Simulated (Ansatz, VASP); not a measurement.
## Na: VASP beside Ansatz

Contents of INCAR:

```
  PREC = Accurate
  ENCUT = 520
  EDIFF = 1E-7
  ISMEAR = 0
  SIGMA = 0.15
  LREAL = False
  LASPH = True
  NELM = 100
  ALGO = Fast
  ISIF = 2
  LWAVE = False
  LCHARG = False
  NBANDS = 10
```

Contents of KPOINTS:

```
Automatic mesh
0
Gamma
  8 8 8
```

File POSCAR:

```
Na
1.0
    7.0233428623      0.0000000000      0.2633753573
    0.0000000000      7.0233428623      0.0000000000
    0.2633753573      0.0000000000      7.0233428623
Na
1
Direct
    0.0000000000      0.0000000000      0.0000000000
```

Input for Ansatz:

```yaml
crystal:
  lattice:
    - [7.0233428623, 0.0, 0.2633753573]
    - [0.0, 7.0233428623, 0.0]
    - [0.2633753573, 0.0, 7.0233428623]
  atoms:
    - { symbol: Na, position: [0.0, 0.0, 0.0] }
basis:
  ecutwfc: 420
kpoints:
  mp_grid: { grid: [8, 8, 8] }
hamiltonian:
  xc: lda
scf:
  occupations: { method: gaussian, width: 0.15 }
output:
  forces: true
  stress: true
  eigenvalues: true
```

Change from the starting cell: strain +0.0750 x Voigt [0, 0, 0, 0, 1, 0], atoms carried along.

Alike in both runs: task single point; functional LDA; k mesh 8 × 8 × 8; occupations gaussian, width 0.15 eV; no spin polarisation.

|  | VASP | Ansatz |
| --- | --- | --- |
| version | VASP 6.6.1 | Ansatz 0.2.0 |
| potentials or method | VASP PAW LDA potentials, release 64 (Na_pv), cutoff 520 eV | scalar-relativistic, plane waves, PAW |
| valence electrons in the cell | 7 | 9 |

|  | VASP | Ansatz | Ansatz less VASP |
| --- | --- | --- | --- |
| gap on the k mesh at the Fermi level (eV) | none | none | - |
| pressure (GPa) | -0.1 | -0.1 | 0.00 |

LDA's correlation is that of Perdew and Zunger in VASP and of Perdew and Wang (1992) in Ansatz. A gap of «none» marks a metal or a gap that the smearing closes. VASP's potentials hold 7 valence electrons a cell and Ansatz's 9, so a difference there can come from the potentials and not from the codes.
